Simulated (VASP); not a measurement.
# MgO2 (R-3m) in VASP: a series of runs

MgO2 is run at these levels: PBEsol; tasks: single point.

All numbers are computed with VASP 6.6.1; they aren't measurements. Logs are shortened: lines on timing, memory, paths and dates and some standing lists are left out, and cuts for length are marked.

**1. The cell of the first run**

The structure is trigonal, space group R-3m (No. 166). Conventional cell: a = 3.161 Å, b = 3.161 Å, c = 10.167 Å, α = 90.00°, β = 90.00°, γ = 120.00°. Mg (site symmetry -3m) has 6 O at 2.07 Å within 2.7 Å. O (site symmetry 3m) has 1 O at 1.45 Å within 1.9 Å.

**2. Single point, PBEsol (strain -0.015 along x and y, -0.030 along z)**

File INCAR:

```
PREC = Accurate
ENCUT = 520
EDIFF = 1E-7
ISMEAR = 0
SIGMA = 0.05
LREAL = False
LASPH = True
NELM = 80
ALGO = Normal
ISIF = 2
LWAVE = False
LCHARG = False
GGA = PS
NBANDS = 14
```

File KPOINTS:

```
regular mesh
0
Gamma
  12 12 12
```

File POSCAR:

```
MgO2
1.0
    1.5806896008      0.9126115665      3.3891595087
   -1.5806896008      0.9126115665      3.3891595087
    0.0000000000     -1.8252231330      3.3891595087
Mg O
1 2
Direct
    0.0000000000      0.0000000000      0.0000000000
    0.4287860000      0.4287860000      0.4287860000
    0.5712140000      0.5712140000      0.5712140000
```

Potentials or basis: VASP PAW PBE potentials, release 64 (Mg, O).

Started as:

```
cat potpaw_PBE.64/Mg/POTCAR potpaw_PBE.64/O/POTCAR > POTCAR
mpirun -np 1 vasp_std > vasp.out
```

OUTCAR:

```text
PREC = Accurate
   ENCUT = 520
   EDIFF = 1E-7
   ISMEAR = 0
   LREAL = False
   LASPH = True
   NELM = 80
   ISIF = 2
   GGA = PS

 ion  position               nearest neighbor table
   1  0.000  0.000  0.000-   3 2.07   2 2.07   3 2.07   3 2.07   2 2.07   2 2.07
   2  0.429  0.429  0.429-   3 1.45   1 2.07   1 2.07   1 2.07
   3  0.571  0.571  0.571-   2 1.45   1 2.07   1 2.07   1 2.07

  LATTYP: Found a trigonal (rhomboedric) cell.
 ALAT       =     3.8493949733
 COS(alpha) =     0.6627606542

  Lattice vectors:

 A1 = (   1.5806896008,   0.9126115665,   3.3891595087)
 A2 = (  -1.5806896008,   0.9126115665,   3.3891595087)
 A3 = (   0.0000000000,  -1.8252231330,   3.3891595087)

Analysis of symmetry for initial positions (statically):
=====================================================================
 Subroutine PRICEL returns:
 Original cell was already a primitive cell.

 Routine SETGRP: Setting up the symmetry group for a
 trigonal (rhombohedral) supercell.

 Subroutine GETGRP returns: Found 12 space group operations
 (whereof 12 operations were pure point group operations)
 out of a pool of 12 trial point group operations.

The static configuration has the point symmetry D_3d.

Analysis of symmetry for dynamics (positions and initial velocities):
=====================================================================
 Subroutine PRICEL returns:
 Original cell was already a primitive cell.

 Routine SETGRP: Setting up the symmetry group for a
 trigonal (rhombohedral) supercell.

 Subroutine GETGRP returns: Found 12 space group operations
 (whereof 12 operations were pure point group operations)
 out of a pool of 12 trial point group operations.

The dynamic configuration has the point symmetry D_3d.

 Subroutine INISYM returns: Found 12 space group operations
 (whereof 12 operations are pure point group operations),
 and found     1 'primitive' translations

----------------------------------------------------------------------------------------

                                     Primitive cell

  volume of cell :      29.3343

  direct lattice vectors                    reciprocal lattice vectors
     1.580689601  0.912611566  3.389159509     0.316317637  0.182626073  0.098352802
    -1.580689601  0.912611566  3.389159509    -0.316317637  0.182626073  0.098352802
     0.000000000 -1.825223133  3.389159509     0.000000000 -0.365252146  0.098352802

  length of vectors
     3.849394973  3.849394973  3.849394973     0.378262348  0.378262348  0.378262348

  position of ions in fractional coordinates (direct lattice)
     0.000000000  0.000000000  0.000000000
     0.428786000  0.428786000  0.428786000
     0.571214000  0.571214000  0.571214000

  ion indices of the primitive-cell ions
   primitive index   ion index
                 1           1
                 2           2
                 3           3

----------------------------------------------------------------------------------------

 KPOINTS: regular mesh

Automatic generation of k-mesh.
 Grid dimensions read from file:
 generate k-points for:   12   12   12

 Generating k-lattice:

  Cartesian coordinates                     Fractional coordinates (reciprocal lattice)
     0.026359803  0.015218839  0.008196067     0.083333333 -0.000000000  0.000000000
    -0.026359803  0.015218839  0.008196067    -0.000000000  0.083333333  0.000000000
     0.000000000 -0.030437679  0.008196067     0.000000000  0.000000000  0.083333333

  Length of vectors
     0.031521862  0.031521862  0.031521862

  Shift w.r.t. Gamma in fractional coordinates (k-lattice)
     0.000000000  0.000000000  0.000000000

 Subroutine IBZKPT returns following result:
 ===========================================

 Found    189 irreducible k-points:

 Following reciprocal coordinates:
            Coordinates               Weight
  0.000000  0.000000  0.000000      1.000000
  0.083333 -0.000000 -0.000000      6.000000
  0.166667 -0.000000 -0.000000      6.000000
  0.250000  0.000000  0.000000      6.000000
  0.333333 -0.000000  0.000000      6.000000
  0.416667  0.000000  0.000000      6.000000
[... 16 lines left out ...]
  0.500000  0.166667  0.000000     12.000000
 -0.416667  0.166667  0.000000     12.000000
 [... further k-points ...]
   k-points           NKPTS =    189   k-points in BZ     NKDIM =    189   number of bands    NBANDS=     14
   number of dos      NEDOS =    301   number of ions     NIONS =      3
   total plane-waves  NPLWV =  27000
   dimension x,y,z NGX =    30 NGY =   30 NGZ =   30
   dimension x,y,z NGXF=    60 NGYF=   60 NGZF=   60
   ions per type =               1   2
   NGX,Y,Z   is equivalent  to a cutoff of  12.96, 12.96, 12.96 a.u.
   NGXF,Y,Z  is equivalent  to a cutoff of  25.91, 25.91, 25.91 a.u.
 SYSTEM =  unknown system
   PREC   = accura    normal or accurate (medium, high low for compatibility)
   ISTART =      0    job   : 0-new  1-cont  2-samecut
   ICHARG =      2    charge: 1-file 2-atom 10-const
   ISPIN  =      1    spin polarized calculation?
   LNONCOLLINEAR =      F non collinear calculations
   LSORBIT =      F    spin-orbit coupling
   LASPH  =      T    aspherical Exc in radial PAW
   ENCUT  =  520.0 eV  38.22 Ry    6.18 a.u.   7.16  7.16  7.16*2*pi/ulx,y,z
   NELM   =     80;   NELMIN=  2; NELMDL= -5     # of ELM steps
   EDIFF  = 0.1E-06   stopping-criterion for ELM
   LREAL  =      F    real-space projection
   EDIFFG = 0.1E-05   stopping-criterion for IOM
   NSW    =      0    number of steps for IOM
   IBRION =     -1    ionic relax: 0-MD 1-quasi-New 2-CG
   NFREE  =      0    steps in history (QN), initial steepest desc. (CG)
   ISIF   =      2    stress and relaxation
   ISYM   =      2    0-nonsym 1-usesym 2-fastsym
   POTIM  = 0.5000    time-step for ionic-motion
   TEBEG  =    0.0;   TEEND  =   0.0 temperature during run
   PSTRESS=    0.0 pullay stress
   NELECT =      14.0000    total number of electrons
   NUPDOWN=      -1.0000    fix difference up-down
   EMIN   =  10.00;   EMAX   =-10.00  energy-range for DOS
   EFERMI =   0.00;   METHOD = LEGACY
   ISMEAR =     0;   SIGMA  =   0.05  broadening in eV -4-tet -1-fermi 0-gaus
   EFERMI_NEDOS =   21; number of points for ismear=-14 and -15
   IALGO  =     38    algorithm
   IMIX   =      4    mixing-type and parameters
     AMIX     =   0.40;   BMIX     =  1.00
     AMIX_MAG =   1.60;   BMIX_MAG =  1.00
  volume/ion in A,a.u.               =       9.78        65.99
  Fermi-wavevector in a.u.,A,eV,Ry     =   1.279358  2.417637 22.269444  1.636758
  Thomas-Fermi vector in A             =   2.411848
   LORBIT       =      0    0 simple, 1 ext, 2 COOP (PROOUT), +10 PAW based schemes
   GGA     = PS    functional components
   LHFCALC =     F    Hartree Fock is set to
   AEXX    =    0.0000 exact exchange contribution
   IVDW    =     0    specifies the selected vdW correction
   LEPSILON=     F    determine dielectric tensor
   LRPA    =     F    only Hartree local field effects (RPA)
 non-spin polarized calculation
 Gauss-broadening in eV      SIGMA  =   0.05
  energy-cutoff  :      520.00
  volume of cell :       29.33
 maximum number of plane-waves:       810
 NGX is ok and might be reduce to    30
   NGX = 15   NGY = 15   NGZ = 15

 number of electron      14.0000000 magnetization

 Free energy of the ion-electron system (eV)
  ---------------------------------------------------
  ext. energy  EPLUGINS =         0.00000000
  ---------------------------------------------------
  free energy    TOTEN  =       -17.20097197 eV

  energy without entropy =      -17.20097197  energy(sigma->0) =      -17.20097197

 E-fermi :   3.5524     XC(G=0): -10.7262

 val. band max:        3.2304043531   @ k =   0.5000   0.5000   0.5000
 cond. band min:       6.0526670441   @ k =   0.5000   0.5000   0.5000
 fundamental gap:      2.8222626910
 Fermi energy:         3.5523838424

 k-point     1 :       0.0000    0.0000    0.0000
  band No.  band energies     occupation
      1     -18.8186      2.00000
      2     -11.1820      2.00000
      3      -5.0045      2.00000
      4      -0.5036      2.00000
      5      -0.5036      2.00000
      6       2.3002      2.00000
      7       2.3002      2.00000
      8       7.7558      0.00000
      9       8.4987      0.00000
     10      15.8412      0.00000
     11      17.6749      0.00000
     12      17.8987      0.00000
     13      17.8987      0.00000
     14      20.1193      0.00000

 k-point     2 :       0.0833   -0.0000   -0.0000
  band No.  band energies     occupation
      1     -18.7848      2.00000
      2     -11.2086      2.00000
      3      -4.9492      2.00000
      4      -0.7109      2.00000
      5      -0.5295      2.00000
      6       2.2526      2.00000
      7       2.2678      2.00000
      8       7.9775      0.00000
      9       8.5610      0.00000
     10      15.8448      0.00000
     11      17.1937      0.00000
     12      17.7978      0.00000
     13      18.0974      0.00000
     14      19.8005      0.00000

 k-point     3 :       0.1667   -0.0000   -0.0000
  band No.  band energies     occupation
      1     -18.6908      2.00000
      2     -11.2803      2.00000
      3      -4.7974      2.00000
      4      -1.2408      2.00000
      5      -0.5990      2.00000
      6       2.1475      2.00000
      7       2.1802      2.00000
      8       8.2714      0.00000
      9       8.9819      0.00000
     10      15.7590      0.00000
     11      16.1335      0.00000
     12      18.0729      0.00000
     13      18.6790      0.00000
     14      19.1040      0.00000
[... 324 lines left out ...]
 k-point    23 :       0.5000    0.1667    0.0000
  band No.  band energies     occupation
      1     -18.2498      2.00000
      2     -11.6979      2.00000
      3      -3.7412      2.00000
      4      -3.0611      2.00000
      5      -1.2342      2.00000
      6       1.5811      2.00000
      7       2.2459      2.00000
      8       7.7487      0.00000
      9      12.4574      0.00000
     10      13.3342      0.00000
     11      15.8658      0.00000
     12      18.0460      0.00000
     13      18.4548      0.00000
     14      20.6177      0.00000

 k-point    24 :      -0.4167    0.1667    0.0000
  band No.  band energies     occupation
      1     -18.2376      2.00000
      2     -11.6325      2.00000
      3      -3.9431      2.00000
      4      -2.9713      2.00000
      5      -1.2911      2.00000
      6       1.6439      2.00000
      7       2.0215      2.00000
      8       7.8437      0.00000
      9      12.4931      0.00000
     10      13.5773      0.00000
     11      16.1521      0.00000
     12      17.9541      0.00000
     13      18.2632      0.00000
     14      20.6021      0.00000

 [... further k-points ...]
[... 5 lines left out ...]
  --------------------------------------------------------------------------------------
  -------------------------------------------------------------------------------------
  Total        0.1459573      0.1459573      2.1383269      0.0000000      0.0000000      0.0000000
  in kB        7.9718781      7.9718781    116.7908606      0.0000000      0.0000000      0.0000000
  external PRESSURE =      44.2448723 kB  Pullay stress =       0.0000000 kB

 VOLUME and BASIS-vectors are now :
 -----------------------------------------------------------------------------
  energy-cutoff  :      520.00
  volume of cell :       29.33
      direct lattice vectors                 reciprocal lattice vectors
     1.580689601  0.912611566  3.389159509     0.316317637  0.182626073  0.098352802
    -1.580689601  0.912611566  3.389159509    -0.316317637  0.182626073  0.098352802
     0.000000000 -1.825223133  3.389159509     0.000000000 -0.365252146  0.098352802

 POSITION                                       TOTAL-FORCE (eV/Angst)
 -----------------------------------------------------------------------------------
      0.00000      0.00000      0.00000        -0.000000      0.000000     -0.000000
      0.00000      0.00000      4.35967         0.000000      0.000000     -0.620278
      0.00000      0.00000      5.80781         0.000000     -0.000000      0.620278
 -----------------------------------------------------------------------------------
    total drift:                                0.000000     -0.000000      0.000000

  FREE ENERGIE OF THE ION-ELECTRON SYSTEM (eV)
  ---------------------------------------------------
  free  energy   TOTEN  =       -17.2009719665 eV

  energy  without entropy=      -17.2009719665  energy(sigma->0) =      -17.20097197
```

Run time: 94 s. Hardware: 1 thread of Intel Xeon Platinum 8259CL at 2.50GHz (Skylake/Cascade Lake), shared host; peak memory 0.22 GiB.

What came out:

```
Free energy            : -17.2010 eV
Pressure               : 4.4 GPa
Largest force          : 0.620 eV/Å
Band gap on the k mesh : 2.82 eV, direct
```

Forces on the atoms (eV/Å):
```
Mg   0.000  0.000  0.000
O    0.000  0.000 -0.620
O    0.000  0.000  0.620
```

Stress tensor (GPa, compression positive):
```
 0.80  0.00  0.00
 0.00  0.80  0.00
 0.00  0.00 11.68
```

Caveat: the cell differs from its parent crystal (strain -0.015 along x and y, -0.030 along z); the PAW data sets were made with another functional, which shifts forces and pressure a little.

**3. Single point, PBEsol (strain -0.030 along x and y, +0.015 along z)**

File INCAR:

```
SYSTEM = MgO2
ALGO     = Normal         ! electronic algorithm
EDIFF    = 1E-6           ! SCF threshold, eV
ENCUT    = 520            ! plane-wave cutoff, eV
GGA      = PS             ! functional
ISIF     = 2              ! what is computed and relaxed
ISMEAR   = 0              ! smearing method
LASPH    = .True.         ! aspherical terms in the spheres
LCHARG   = .True.         ! write CHGCAR
LELF     = .True.         ! ELF
LREAL    = .False.        ! projectors in reciprocal space
LVHAR    = .True.       
LWAVE    = .False.        ! write WAVECAR
NBANDS   = 14             ! bands
NELM     = 60             ! most SCF steps
PREC     = Accurate       ! precision mode
SIGMA    = 0.05           ! smearing width, eV
```

File KPOINTS:

```
k-points
0
Gamma
  12 12 12
  0 0 0
```

File POSCAR:

```
MgO2
1.0
    1.5566181855      0.8987139284      3.5463885580
   -1.5566181855      0.8987139284      3.5463885580
    0.0000000000     -1.7974278569      3.5463885580
Mg O
1 2
Direct
    0.0000000000      0.0000000000      0.0000000000
    0.4287860000      0.4287860000      0.4287860000
    0.5712140000      0.5712140000      0.5712140000
```

Potentials or basis: VASP PAW PBE potentials, release 64 (Mg, O).

Started as:

```
cat potpaw_PBE.64/Mg/POTCAR potpaw_PBE.64/O/POTCAR > POTCAR
mpirun -np 1 vasp_std > vasp.out
```

It took 90 s on 1 thread of Intel Xeon Platinum 8259CL at 2.50GHz (Skylake/Cascade Lake), shared host; peak memory 0.22 GiB.

It converged, with:

- Free energy: -17.1797 eV
- Pressure: -1.3 GPa
- Largest force: 0.873 eV/Å
- Band gap on the k mesh: 1.80 eV, direct

Forces in eV/Å, atoms in the order of the input:
```
Mg   0.000  0.000  0.000
O    0.000  0.000  0.873
O    0.000  0.000 -0.873
```

Stress tensor (GPa, compression positive):
```
  4.41   0.00   0.00
  0.00   4.41   0.00
  0.00   0.00 -12.66
```

Levels at points of the mesh, in eV from the valence-band top:
| k point | band 4 | band 5 | band 6 | band 7 | band 8 | band 9 | band 10 | band 11 |
| --- | --- | --- | --- | --- | --- | --- | --- | --- |
| (0.00, 0.00, 0.00) | -3.08 | -3.08 | -0.80 | -0.80 | 4.49 | 5.10 | 12.09 | 13.80 |
| (0.50, 0.00, 0.00) | -6.09 | -3.49 | -1.36 | -1.26 | 3.75 | 9.05 | 11.09 | 12.89 |
| (0.50, 0.50, 0.00) | -5.43 | -4.13 | -2.35 | -0.22 | 3.07 | 8.31 | 11.72 | 12.70 |
| (0.50, 0.50, 0.50) | -3.61 | -3.61 | 0.00 | 0.00 | 1.80 | 5.45 | 9.66 | 15.07 |

Caveat: the cell differs from its parent crystal (strain -0.030 along x and y, +0.015 along z); the PAW data sets were made with another functional, which shifts forces and pressure a little.

(Part 1 of 2 ends here.)
